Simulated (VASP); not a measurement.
Input of a VASP 6.6.1 run:

File POSCAR:

```
YGe2Rh2
1.0
    0.0000000000      4.1684750000      0.0000000000
    4.1684750000      0.0000000000      0.0000000000
    2.0842370000      2.0842370000     -5.1849410000
Y Ge Rh
1 2 2
Direct
    0.0000000000      0.0000000000      0.0000000000
    0.3780000000      0.3780000000      0.2440000000
    0.6220000000      0.6220000000      0.7560000000
    0.7500000000      0.2500000000      0.5000000000
    0.2500000000      0.7500000000      0.5000000000
```

The input INCAR.step1:

```
SYSTEM = YGe2Rh2
PREC = Accurate ; ENCUT = 520
ISMEAR = -1 ; SIGMA = 0.0233
LREAL = .FALSE. ; LASPH = .TRUE.
NELM = 60 ; NBANDS = 42
GGA = PE ; ALGO = Normal
EDIFF = 1E-4 ; LWAVE = .TRUE.
LCHARG = .FALSE.
```

Contents of INCAR.step2:

```
SYSTEM = YGe2Rh2
PREC = Accurate ; ENCUT = 520
EDIFF = 1E-6 ; ISMEAR = -1
SIGMA = 0.0233 ; LREAL = .FALSE.
LASPH = .TRUE. ; NELM = 60
ALGO = Normal ; ISIF = 2
LWAVE = .FALSE. ; LCHARG = .TRUE.
METAGGA = R2SCAN ; LMIXTAU = .TRUE.
LELF = .TRUE. ; LVHAR = .TRUE.
NBANDS = 42 ; ISTART = 1
```

The input KPOINTS:

```
Automatic mesh
0
G
  9 9 9
  0 0 0
```

Potentials or basis: VASP PAW PBE potentials, release 64 (Y_sv, Ge_d, Rh_pv).

Launch:

```bash
$ cat potpaw_PBE.64/Y_sv/POTCAR potpaw_PBE.64/Ge_d/POTCAR potpaw_PBE.64/Rh_pv/POTCAR > POTCAR
$ cp INCAR.step1 INCAR
$ mpirun -np 1 vasp_std > vasp.out
$ cp INCAR.step2 INCAR
$ mpirun -np 1 vasp_std > vasp.out
```

Task: Estimate the pressure.

Result: -5.0 GPa.

Task: Estimate the largest force.

Result: 0.288 eV/Å.

Stress tensor (GPa, compression positive):
```
-5.34  0.00  0.00
 0.00 -5.34  0.00
 0.00  0.00 -4.38
```

Caveat: the cell stands under tension; the PAW data sets were made with another functional, which shifts forces and pressure a little.
